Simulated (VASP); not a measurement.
# AlV2C (P6_3/mmc) in VASP: a series of runs

Runs on AlV2C. Level: PBEsol. Tasks: single point, relaxation of cell and atoms.

Program: VASP 6.6.1. These are calculated values, not measurements. Logs are shortened: lines on timing, memory, paths and dates and some standing lists are left out, and cuts for length are marked.

**1. The cell of the first run**

It takes space group P6_3/mmc (No. 194, hexagonal). The conventional cell has a = 2.877 Å, b = 2.877 Å, c = 13.020 Å, α = 90.00°, β = 90.00°, γ = 120.00°. Al (site symmetry -6m2) has 6 V at 2.71 Å and 6 Al at 2.88 Å and 6 C at 3.65 Å within 3.7 Å. Within 2.6 Å of V (site symmetry 3m) lie 3 C at 2.00 Å. Within 2.6 Å of C (site symmetry -3m) lie 6 V at 2.00 Å.

**2. Single point, PBEsol**

Input file INCAR:

```
PREC = Accurate
ENCUT = 600
EDIFF = 1E-6
ISMEAR = 0
SIGMA = 0.1
LREAL = F
LASPH = T
NELM = 120
ALGO = Normal
ISIF = 2
LWAVE = F
LCHARG = T
GGA = PS
LELF = T
LVHAR = T
NBANDS = 43
GGA_COMPAT = F
```

Input file KPOINTS:

```
regular mesh
0
Gamma
  12 12 4
```

Input file POSCAR:

```
AlV2C
1.0
    2.8773591266      0.0000000000      0.0000000000
   -1.4386795633      2.4918660994      0.0000000000
    0.0000000000      0.0000000000     13.0204774048
Al V C
2 4 2
Direct
    0.3333333333      0.6666666667      0.2500000000
    0.6666666667      0.3333333333      0.7500000000
    0.3333333333      0.6666666667      0.5854154132
    0.6666666667      0.3333333333      0.4145845868
    0.6666666667      0.3333333333      0.0854154132
    0.3333333333      0.6666666667      0.9145845868
    0.0000000000      0.0000000000      0.0000000000
    0.0000000000      0.0000000000      0.5000000000
```

Potentials or basis: VASP PAW PBE potentials, release 64 (Al, V_sv, C).

Started as:

```
$ cat potpaw_PBE.64/Al/POTCAR potpaw_PBE.64/V_sv/POTCAR potpaw_PBE.64/C/POTCAR > POTCAR
$ mpirun -np 1 vasp_std > vasp.out
```

OUTCAR:

```text
PREC = Accurate
   ENCUT = 600
   EDIFF = 1E-6
   ISMEAR = 0
   LREAL = F
   LASPH = T
   NELM = 120
   ISIF = 2
   GGA = PS

 ion  position               nearest neighbor table
   1  0.333  0.667  0.250-   4 2.71   5 2.71   4 2.71   5 2.71   4 2.71   5 2.71
   2  0.667  0.333  0.750-   3 2.71   6 2.71   3 2.71   6 2.71   3 2.71   6 2.71
   3  0.333  0.667  0.585-   8 2.00   8 2.00   8 2.00   2 2.71   2 2.71   2 2.71   4 2.78   4 2.78
                             4 2.78
   4  0.667  0.333  0.415-   8 2.00   8 2.00   8 2.00   1 2.71   1 2.71   1 2.71   3 2.78   3 2.78
                             3 2.78
   5  0.667  0.333  0.085-   7 2.00   7 2.00   7 2.00   1 2.71   1 2.71   1 2.71   6 2.78   6 2.78
                             6 2.78
   6  0.333  0.667  0.915-   7 2.00   7 2.00   7 2.00   2 2.71   2 2.71   2 2.71   5 2.78   5 2.78
                             5 2.78
   7  0.000  0.000  0.000-   5 2.00   6 2.00   6 2.00   5 2.00   5 2.00   6 2.00
   8  0.000  0.000  0.500-   3 2.00   4 2.00   3 2.00   4 2.00   4 2.00   3 2.00

  LATTYP: Found a hexagonal cell.
 ALAT       =     2.8773591266
 C/A-ratio  =     4.5251485240

  Lattice vectors:

 A1 = (   2.8773591266,   0.0000000000,   0.0000000000)
 A2 = (  -1.4386795633,   2.4918660994,   0.0000000000)
 A3 = (   0.0000000000,   0.0000000000,  13.0204774048)

Analysis of symmetry for initial positions (statically):
=====================================================================
 Subroutine PRICEL returns:
 Original cell was already a primitive cell.

 Routine SETGRP: Setting up the symmetry group for a
 hexagonal supercell.

 Subroutine GETGRP returns: Found 24 space group operations
 (whereof 12 operations were pure point group operations)
 out of a pool of 24 trial point group operations.

The static configuration has the point symmetry D_3d.
 The point group associated with its full space group is D_6h.

Analysis of symmetry for dynamics (positions and initial velocities):
=====================================================================
 Subroutine PRICEL returns:
 Original cell was already a primitive cell.

 Routine SETGRP: Setting up the symmetry group for a
 hexagonal supercell.

 Subroutine GETGRP returns: Found 24 space group operations
 (whereof 12 operations were pure point group operations)
 out of a pool of 24 trial point group operations.

The dynamic configuration has the point symmetry D_3d.
 The point group associated with its full space group is D_6h.

 Subroutine INISYM returns: Found 24 space group operations
 (whereof 12 operations are pure point group operations),
 and found     1 'primitive' translations

----------------------------------------------------------------------------------------

                                     Primitive cell

  volume of cell :      93.3567

  direct lattice vectors                    reciprocal lattice vectors
     2.877359127  0.000000000  0.000000000     0.347540907  0.200652836  0.000000000
    -1.438679563  2.491866099  0.000000000     0.000000000  0.401305672  0.000000000
     0.000000000  0.000000000 13.020477405     0.000000000  0.000000000  0.076802099

  length of vectors
     2.877359127  2.877359127 13.020477405     0.401305672  0.401305672  0.076802099

  position of ions in fractional coordinates (direct lattice)
     0.333333333  0.666666667  0.250000000
     0.666666667  0.333333333  0.750000000
     0.333333333  0.666666667  0.585415413
     0.666666667  0.333333333  0.414584587
     0.666666667  0.333333333  0.085415413
     0.333333333  0.666666667  0.914584587
     0.000000000  0.000000000  0.000000000
     0.000000000  0.000000000  0.500000000

  ion indices of the primitive-cell ions
   primitive index   ion index
                 1           1
                 2           2
                 3           3
                 4           4
                 5           5
                 6           6
                 7           7
                 8           8

[... 50 lines left out ...]
  Thomas-Fermi vector in A             =   2.575082
   LORBIT       =      0    0 simple, 1 ext, 2 COOP (PROOUT), +10 PAW based schemes
   GGA     = PS    functional components
   LHFCALC =     F    Hartree Fock is set to
   AEXX    =    0.0000 exact exchange contribution
   IVDW    =     0    specifies the selected vdW correction
   LEPSILON=     F    determine dielectric tensor
   LRPA    =     F    only Hartree local field effects (RPA)
 non-spin polarized calculation
 Gauss-broadening in eV      SIGMA  =   0.10
  energy-cutoff  :      600.00
  volume of cell :       93.36
 maximum number of plane-waves:      3136
 NGX is ok and might be reduce to    24
   NGX = 11   NGY = 11   NGZ = 53

 number of electron      66.0000010 magnetization

 Free energy of the ion-electron system (eV)
  ---------------------------------------------------
  ext. energy  EPLUGINS =         0.00000000
  ---------------------------------------------------
  free energy    TOTEN  =       -70.58262352 eV

  energy without entropy =      -70.55525201  energy(sigma->0) =      -70.56893776

 E-fermi :   9.6703     XC(G=0): -12.4092

 val. band max:        9.6674884351   @ k =   0.1667   0.0833   0.2500
 cond. band min:       9.6808478864   @ k =   0.3333   0.1667   0.2500
 fundamental gap:      0.0133594513
 Fermi energy:         9.6703036925

 k-point     1 :       0.0000    0.0000    0.0000
  band No.  band energies     occupation
      1     -54.4258      2.00000
      2     -54.4257      2.00000
      3     -54.3577      2.00000
      4     -54.3576      2.00000
      5     -28.6098      2.00000
      6     -28.6074      2.00000
[... 35 lines left out ...]
     42      11.1482      0.00000
     43      13.0281      0.00000

 k-point     2 :       0.0833    0.0000    0.0000
  band No.  band energies     occupation
      1     -54.4210      2.00000
      2     -54.4209      2.00000
      3     -54.3550      2.00000
      4     -54.3549      2.00000
      5     -28.6026      2.00000
      6     -28.6003      2.00000
[... 1004 lines left out ...]
 k-point    24 :       0.3333    0.0000    0.2500
  band No.  band energies     occupation
      1     -54.3696      2.00000
      2     -54.3695      2.00000
      3     -54.3301      2.00000
      4     -54.3301      2.00000
      5     -28.5729      2.00000
      6     -28.5724      2.00000
[... 35 lines left out ...]
     42      11.9088      0.00000
     43      13.0050      0.00000

 [... further k-points ...]

------------------------ aborting loop because EDIFF is reached ----------------------------------------

  FORCE on cell =-STRESS in cart. coord.  units (eV):
  Direction    XX          YY          ZZ          XY          YZ          ZX
  --------------------------------------------------------------------------------------
  -------------------------------------------------------------------------------------
  Total        0.1537368      0.1537368      0.1480698      0.0000000      0.0000000      0.0000000
  in kB        2.6384133      2.6384133      2.5411556      0.0000000      0.0000000      0.0000000
  external PRESSURE =       2.6059940 kB  Pullay stress =       0.0000000 kB

 VOLUME and BASIS-vectors are now :
 -----------------------------------------------------------------------------
  energy-cutoff  :      600.00
  volume of cell :       93.36
      direct lattice vectors                 reciprocal lattice vectors
     2.877359127  0.000000000  0.000000000     0.347540907  0.200652836  0.000000000
    -1.438679563  2.491866099  0.000000000     0.000000000  0.401305672  0.000000000
     0.000000000  0.000000000 13.020477405     0.000000000  0.000000000  0.076802099

 POSITION                                       TOTAL-FORCE (eV/Angst)
 -----------------------------------------------------------------------------------
     -0.00000      1.66124      3.25512         0.000000      0.000000      0.000000
      1.43868      0.83062      9.76536         0.000000     -0.000000      0.000000
     -0.00000      1.66124      7.62239        -0.000000     -0.000000      0.031903
      1.43868      0.83062      5.39809         0.000000      0.000000     -0.031903
      1.43868      0.83062      1.11215         0.000000     -0.000000      0.031903
     -0.00000      1.66124     11.90833        -0.000000     -0.000000     -0.031903
      0.00000      0.00000      0.00000         0.000000     -0.000000      0.000000
      0.00000      0.00000      6.51024         0.000000     -0.000000      0.000000
 -----------------------------------------------------------------------------------
    total drift:                               -0.000000      0.000000     -0.000000

  FREE ENERGIE OF THE ION-ELECTRON SYSTEM (eV)
  ---------------------------------------------------
  free  energy   TOTEN  =       -70.5826235160 eV

  energy  without entropy=      -70.5552520079  energy(sigma->0) =      -70.56893776
```

Wall time 3.8 min (1 thread of Oxide Virtual Turin-like, shared host); peak memory 0.35 GiB.

What came out:

```yaml
Free_energy: -70.5826 eV
Pressure: 0.3 GPa
Largest_force: 0.032 eV/Å
Band_gap_on_the_k_mesh: zero (bands 33 and 34 overlap by 1.71 eV)
```

Forces in eV/Å, atoms in the order of the input:
```
Al   0.000  0.000  0.000
Al   0.000  0.000  0.000
V    0.000  0.000  0.032
V    0.000  0.000 -0.032
V    0.000  0.000  0.032
V    0.000  0.000 -0.032
C    0.000  0.000  0.000
C    0.000  0.000  0.000
```

Levels at points of the mesh, in eV from the Fermi level:
```tsv
k point	band 30	band 31	band 32	band 33	band 34	band 35	band 36	band 37
(0.00, 0.00, 0.00)	-0.63	-0.28	-0.28	-0.27	-0.27	0.61	0.61	0.65
(0.50, 0.00, 0.00)	-2.51	-1.52	-1.49	0.75	1.10	1.15	1.25	1.83
(0.00, 0.00, 0.50)	-0.76	-0.28	-0.28	-0.28	-0.28	0.63	0.63	0.63
(0.50, 0.00, 0.50)	-2.52	-1.50	-1.50	0.97	0.97	1.17	1.17	1.84
```

Caveat: the PAW data sets were made with another functional, which shifts forces and pressure a little.

**3. Single point, PBEsol**

Input file INCAR:

```
SYSTEM = AlV2C
PREC = Accurate ; ENCUT = 600
EDIFF = 1E-6 ; ISMEAR = 0
SIGMA = 0.1 ; LREAL = .FALSE.
LASPH = .TRUE. ; NELM = 120
ALGO = Normal ; ISIF = 2
LWAVE = .FALSE. ; LCHARG = .FALSE.
GGA = PS ; NBANDS = 43
GGA_COMPAT = .FALSE.
```

Input file KPOINTS:

```
Automatic mesh
0
G
  12 12 4
  0 0 0
```

POSCAR is that of step 2.

Potentials or basis: VASP PAW PBE potentials, release 64 (Al, V_sv, C).

Started as:

```
$ cat potpaw_PBE.64/Al/POTCAR potpaw_PBE.64/V_sv/POTCAR potpaw_PBE.64/C/POTCAR > POTCAR
$ mpirun -np 1 vasp_std > vasp.out
```

It took 3.3 min on 1 thread of Oxide Virtual Turin-like, shared host; peak memory 0.35 GiB.

It converged, with:

```yaml
Free_energy: -70.5826 eV
Pressure: 0.3 GPa
Largest_force: 0.032 eV/Å
Band_gap_on_the_k_mesh: zero (bands 33 and 34 overlap by 1.71 eV)
```

Forces on the atoms (eV/Å):
```
Al   0.000  0.000  0.000
Al   0.000  0.000  0.000
V    0.000  0.000  0.032
V    0.000  0.000 -0.032
V    0.000  0.000  0.032
V    0.000  0.000 -0.032
C    0.000  0.000  0.000
C    0.000  0.000  0.000
```

Levels at points of the mesh, in eV from the Fermi level:
```csv
k point,band 30,band 31,band 32,band 33,band 34,band 35,band 36,band 37
"(0.00, 0.00, 0.00)",-0.63,-0.28,-0.28,-0.27,-0.27,0.61,0.61,0.65
"(0.50, 0.00, 0.00)",-2.51,-1.52,-1.49,0.75,1.10,1.15,1.25,1.83
"(0.00, 0.00, 0.50)",-0.76,-0.28,-0.28,-0.28,-0.28,0.63,0.63,0.63
"(0.50, 0.00, 0.50)",-2.52,-1.50,-1.50,0.97,0.97,1.17,1.17,1.84
```

Caveat: the PAW data sets were made with another functional, which shifts forces and pressure a little.

**4. Single point, PBEsol, collinear spin, ferromagnetic start**

This run uses another cell than the first one, of 11.83 Å³/atom.

Input file INCAR:

```
PREC = Accurate ; ENCUT = 600
EDIFF = 1E-6 ; ISMEAR = 0
SIGMA = 0.1 ; LREAL = F
LASPH = T ; NELM = 200
ALGO = Normal ; ISIF = 2
LWAVE = F ; LCHARG = F
ISPIN = 2 ; MAGMOM = 0 0 2 2 2 2 0 0
LORBIT = 11 ; LMAXMIX = 4
GGA = PS ; NBANDS = 47
GGA_COMPAT = F
```

Input file KPOINTS:

```
regular mesh
0
Gamma
  6 6 2
```

Input file POSCAR:

```
AlV2C
1.0
    2.8875990726      0.0000000000      0.0000000000
   -1.4437995363      2.5007341528      0.0000000000
    0.0000000000      0.0000000000     13.1048231100
Al V C
2 4 2
Direct
    0.3333333300      0.6666666700      0.2500000000
    0.6666666700      0.3333333300      0.7500000000
    0.3333333300      0.6666666700      0.5863842200
    0.6666666700      0.3333333300      0.4136157800
    0.6666666700      0.3333333300      0.0863842200
    0.3333333300      0.6666666700      0.9136157800
    0.0000000000      0.0000000000      0.0000000000
    0.0000000000      0.0000000000      0.5000000000
```

Started as:

```
$ cat potpaw_PBE.64/Al/POTCAR potpaw_PBE.64/V_sv/POTCAR potpaw_PBE.64/C/POTCAR > POTCAR
$ mpirun -np 1 vasp_std > vasp.out
```

Wall time 96 s (1 thread of Oxide Virtual Turin-like, shared host); peak memory 0.31 GiB.

Results (log left out):

| Property | Result |
| --- | --- |
| Free energy | -70.5416 eV |
| Pressure | -3.5 GPa |
| Largest force | 0.173 eV/Å |
| Band gap on the k mesh | zero (filled and empty bands overlap) |
| Net moment | 0.00 μB per cell |
| Valence electrons inside the program's atomic spheres | Al 0.82; V 11.73; C 2.46 |

Forces in eV/Å, atoms in the order of the input:
```
Al   0.000  0.000  0.000
Al   0.000  0.000  0.000
V    0.000  0.000 -0.173
V    0.000  0.000  0.173
V    0.000  0.000 -0.173
V    0.000  0.000  0.173
C    0.000  0.000  0.000
C    0.000  0.000  0.000
```

Stress tensor (GPa, compression positive):
```
-3.58  0.00  0.00
 0.00 -3.58  0.00
 0.00  0.00 -3.25
```

Levels at points of the mesh, in eV from the Fermi level:
Spin up:
| k point | band 31 | band 32 | band 33 | band 34 | band 35 | band 36 |
| --- | --- | --- | --- | --- | --- | --- |
| (0.00, 0.00, 0.00) | -0.24 | -0.24 | -0.23 | -0.23 | 0.62 | 0.62 |
| (0.50, 0.00, 0.00) | -1.47 | -1.45 | 0.75 | 1.07 | 1.14 | 1.22 |
| (0.00, 0.00, 0.50) | -0.23 | -0.23 | -0.23 | -0.23 | 0.64 | 0.64 |
| (0.50, 0.00, 0.50) | -1.46 | -1.46 | 0.97 | 0.97 | 1.14 | 1.14 |
Spin down:
```csv
k point,band 31,band 32,band 33,band 34,band 35,band 36
"(0.00, 0.00, 0.00)",-0.24,-0.24,-0.23,-0.23,0.62,0.62
"(0.50, 0.00, 0.00)",-1.47,-1.45,0.75,1.07,1.14,1.22
"(0.00, 0.00, 0.50)",-0.23,-0.23,-0.23,-0.23,0.64,0.64
"(0.50, 0.00, 0.50)",-1.46,-1.46,0.97,0.97,1.14,1.14
```

Caveat: the k points lie up to 0.42 Å⁻¹ apart, too coarse for converged energies and pressures of a metal; the moments typed at the start vanished in this run; the PAW data sets were made with another functional, which shifts forces and pressure a little.

**5. Relaxation of cell and atoms, PBEsol**

This run uses another cell than the first one, of 11.83 Å³/atom.

Input file INCAR:

```
PREC     = Accurate       # precision mode
ENCUT    = 600            # plane-wave cutoff, eV
EDIFF    = 1E-7           # SCF threshold, eV
ISMEAR   = 0              # smearing method
SIGMA    = 0.1            # smearing width, eV
LREAL    = F              # projectors in reciprocal space
LASPH    = T              # aspherical terms in the spheres
NELM     = 120            # most SCF steps
ALGO     = Normal         # electronic algorithm
ISIF     = 3              # what is computed and relaxed
LWAVE    = F              # write WAVECAR
LCHARG   = F              # write CHGCAR
GGA      = PS             # functional
IBRION   = 2              # ionic algorithm
NSW      = 100            # ionic steps
EDIFFG   = -0.005         # ionic threshold
GGA_COMPAT= F            
NELMIN   = 4
```

Input file KPOINTS:

```
regular mesh
0
Gamma
  12 12 4
```

POSCAR is that of step 4.

Started as:

```
$ cat potpaw_PBE.64/Al/POTCAR potpaw_PBE.64/V_sv/POTCAR potpaw_PBE.64/C/POTCAR > POTCAR
$ mpirun -np 1 vasp_std > vasp.out
```

Run time: 20 min. Hardware: 1 thread of Oxide Virtual Turin-like, shared host; peak memory 0.35 GiB.

Results (log left out):

* Free energy: -70.5838 eV
* Relaxed volume: 11.68 Å³/atom
* Relaxed cell: a = 2.878 Å, b = 2.878 Å, c = 13.024 Å, α = 90.00°, β = 90.00°, γ = 120.00°
* Space group after relaxing (to 0.1 Å): P6_3/mmc (No. 194)
* Energy gained by relaxing: 2.9 meV/atom
* Ionic steps: 9
* Pressure after relaxing: 0.0 GPa
* Band gap on the k mesh: zero (bands 33 and 34 overlap by 1.71 eV)

The path:
```tsv
step	energy change (eV)	largest force (eV/Å)	pressure (GPa)	volume (Å³)
1	0.0000	0.4083	-3.54	94.63
2	0.0302	0.4928	6.47	91.10
3	-0.0227	0.0695	0.23	93.21
4	-0.0227	0.0624	0.30	93.18
5	-0.0235	0.0100	0.11	93.36
6	-0.0236	0.0056	0.04	93.42
7	-0.0236	0.0038	0.07	93.41
8	-0.0236	0.0092	-0.09	93.47
9	-0.0236	0.0009	0.00	93.43
```

Final structure:
```
CELL_PARAMETERS angstrom
2.87818 0.00000 0.00000
-1.43909 2.49258 0.00000
0.00000 0.00000 13.02361
ATOMIC_POSITIONS crystal
Al 0.33333 0.66667 0.25000
Al 0.66667 0.33333 0.75000
V 0.33333 0.66667 0.58549
V 0.66667 0.33333 0.41451
V 0.66667 0.33333 0.08549
V 0.33333 0.66667 0.91451
C 0.00000 0.00000 0.00000
C 0.00000 0.00000 0.50000
```

Levels at points of the mesh, in eV from the Fermi level:
```
           k point  band 31  band 32  band 33  band 34  band 35  band 36
(0.00, 0.00, 0.00)    -0.28    -0.28    -0.27    -0.27     0.61     0.61
(0.50, 0.00, 0.00)    -1.52    -1.49     0.75     1.09     1.15     1.25
(0.00, 0.00, 0.50)    -0.27    -0.27    -0.27    -0.27     0.63     0.63
(0.50, 0.00, 0.50)    -1.50    -1.50     0.97     0.97     1.17     1.17
```

Caveat: the PAW data sets were made with another functional, which shifts forces and pressure a little.

**6. Summary**

| task | spin | cell | k mesh | gap on the mesh (eV) | pressure (GPa) | largest force (eV/Å) |
| --- | --- | --- | --- | --- | --- | --- |
| single point | off | a = 2.877, b = 2.877, c = 13.020 Å, angles 90.0, 90.0, 120.0°, 8 atoms, atomic positions A | 12 × 12 × 4 | none | 0.3 | 0.03 |
| single point | collinear, ferromagnetic start | a = 2.888, b = 2.888, c = 13.105 Å, angles 90.0, 90.0, 120.0°, 8 atoms, atomic positions B | 6 × 6 × 2 | none | -3.5 | 0.17 |
| relaxation of cell and atoms | off | relaxed from a = 2.888, b = 2.888, c = 13.105 Å, angles 90.0, 90.0, 120.0°, 8 atoms, atomic positions B | 12 × 12 × 4 | none | 0.0 | - |

Alike in all rows: level PBEsol; potentials or basis VASP PAW PBE potentials, release 64 (Al, V_sv, C); cutoff (eV) 600; smearing gaussian 0.1 eV.

Caveats: some runs use coarse meshes; the PAW data sets were made with another functional, which shifts forces and pressure a little; the moments typed at the start vanished in this run (at least some runs).

Absolute energies hang on the potentials; compare differences alone.

The gap in the log of VASP goes by the Fermi energy; the results here count the filled bands.